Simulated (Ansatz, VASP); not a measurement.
Two plane-wave programs on Sc

Contents of INCAR:

```
SYSTEM = Sc
PREC     = Accurate       ! precision mode
ENCUT    = 520            ! plane-wave cutoff, eV
EDIFF    = 1E-7           ! SCF threshold, eV
ISMEAR   = -1             ! smearing method
SIGMA    = 0.1            ! smearing width, eV
LREAL    = .FALSE.        ! projectors in reciprocal space
LASPH    = .TRUE.         ! aspherical terms in the spheres
NELM     = 80             ! most SCF steps
ALGO     = Normal         ! electronic algorithm
ISIF     = 2              ! what is computed and relaxed
LWAVE    = .FALSE.        ! write WAVECAR
LCHARG   = .TRUE.         ! write CHGCAR
LELF     = .TRUE.         ! ELF
LVHAR    = .TRUE.       
NBANDS   = 18             ! bands
```

The input KPOINTS:

```
regular mesh
0
G
  10 10 10
  0 0 0
```

The input POSCAR:

```
Sc
1.0
    0.0000000000      2.9991610739      2.9991610739
    2.9991610739      0.0000000000      2.9991610739
    2.9991610739      2.9991610739      0.0000000000
Sc
2
Direct
    0.1250000000      0.1250000000      0.1250000000
    0.8750000000      0.8750000000      0.8750000000
```

Input for Ansatz:

```yaml
crystal:
  lattice:
    - [0.0, 2.9991610739, 2.9991610739]
    - [2.9991610739, 0.0, 2.9991610739]
    - [2.9991610739, 2.9991610739, 0.0]
  atoms:
    - { symbol: Sc, position: [0.125, 0.125, 0.125] }
    - { symbol: Sc, position: [0.875, 0.875, 0.875] }
hamiltonian:
  xc: lda
  pseudopotentials:
    kind: paw
    azcp:
      Sc: "pseudopotentials/Sc.paw.azcp"
basis:
  ecutwfc: 420
  fft_grid_basis: typed
kpoints:
  mp_grid: { grid: [10, 10, 10], shift: [0, 0, 0] }
magnetization:
  spin_polarized: false
scf:
  occupations: { method: fermi_dirac, width: 0.1 }
  lower_state_search: "off"
output:
  stress: true
```

Alike in both runs: task single point; functional LDA; k mesh 10 × 10 × 10; occupations fermi-dirac, width 0.1 eV; no spin polarisation.

|  | VASP | Ansatz |
| --- | --- | --- |
| version | VASP 6.6.1 | Ansatz 0.2.0 |
| potentials or method | VASP PAW LDA potentials, release 64 (Sc_sv), cutoff 520 eV | plane waves (420 eV) with PAW, scalar-relativistic |
| valence electrons in the cell | 22 | 22 |

Ansatz gave:

* pressure (GPa): 0.0

What did VASP give for the same quantities?

Pressure (GPa): 0.1.

Ansatz warns that its potentials were made for another functional, while VASP's fit it. LDA's correlation is that of Perdew and Zunger in VASP and of Perdew and Wang (1992) in Ansatz.
